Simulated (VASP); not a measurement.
Write the native input for VASP 6.6.1 that does the following.

* Task: relaxation of shape and atoms at fixed volume
* Functional: r2SCAN
* Potentials or basis: VASP PAW PBE potentials, release 64 (Pb_d, O)
* Cutoff: 600 eV
* k mesh: 6 × 6 × 4
* Occupations: gaussian, width 0.05 eV
* Spin: no spin polarisation
* Dipole correction: no
* Further INCAR settings: ALGO = Normal; EDIFF = 1e-06; IBRION = 2; EDIFFG = -0.01; NSW = 60; ISIF = 4

Crystal: PbO.

```
Pb O
1.0
     4.01397    0.00000    0.00000
     0.00000    4.01397    0.00000
     0.00000    0.00000    5.38100
Pb O
2 2
Cartesian
  2.0070 0.0000 1.1959
  0.0000 2.0070 4.1851
  0.0000 0.0000 0.0000
  2.0070 2.0070 0.0000
```

These files were run (other wordings do the same):

POSCAR

```
PbO
1.0
    4.0139658203      0.0000000000      0.0000000000
    0.0000000000      4.0139658203      0.0000000000
    0.0000000000      0.0000000000      5.3809984575
Pb O
2 2
Direct
    0.5000000000      0.0000000000      0.2222475185
    0.0000000000      0.5000000000      0.7777524815
    0.0000000000      0.0000000000      0.0000000000
    0.5000000000      0.5000000000      0.0000000000
```

INCAR.step1

```
SYSTEM = PbO
  ALGO = Normal
  EDIFF = 1E-4
  ENCUT = 600
  GGA = PE
  ISMEAR = 0
  LASPH = .True.
  LCHARG = .False.
  LREAL = .False.
  LWAVE = .True.
  NELM = 80
  PREC = Accurate
  SIGMA = 0.05
```

INCAR.step2

```
SYSTEM = PbO
  ALGO = Normal
  EDIFF = 1E-6
  EDIFFG = -0.01
  ENCUT = 600
  IBRION = 2
  ISIF = 4
  ISMEAR = 0
  ISTART = 1
  LASPH = .True.
  LCHARG = .False.
  LMIXTAU = .True.
  LREAL = .False.
  LWAVE = .False.
  METAGGA = R2SCAN
  NELM = 80
  NSW = 60
  PREC = Accurate
  SIGMA = 0.05
```

KPOINTS

```
k-points
0
Gamma
  6 6 4
  0 0 0
```

Potentials or basis: VASP PAW PBE potentials, release 64 (Pb_d, O).

Command:

```console
$ cat potpaw_PBE.64/Pb_d/POTCAR potpaw_PBE.64/O/POTCAR > POTCAR
$ cp INCAR.step1 INCAR
$ mpirun -np 1 vasp_std > vasp.out
$ cp INCAR.step2 INCAR
$ mpirun -np 1 vasp_std > vasp.out
```

It gave:

```yaml
Energy_gained_by_relaxing: 0.7 meV/atom
Ionic_steps: 5
Pressure_after_relaxing: -0.4 GPa
Band_gap_on_the_k_mesh: 1.92 eV (least direct gap 2.44 eV)
```

Caveat: the PAW data sets were made with another functional, which shifts forces and pressure a little; spin-orbit coupling is left out, which moves the levels of the heavy elements.

Run time: 24 min on 1 thread of AMD EPYC 9755 128-Core Processor, with other jobs on the host, peak memory 0.25 GiB.
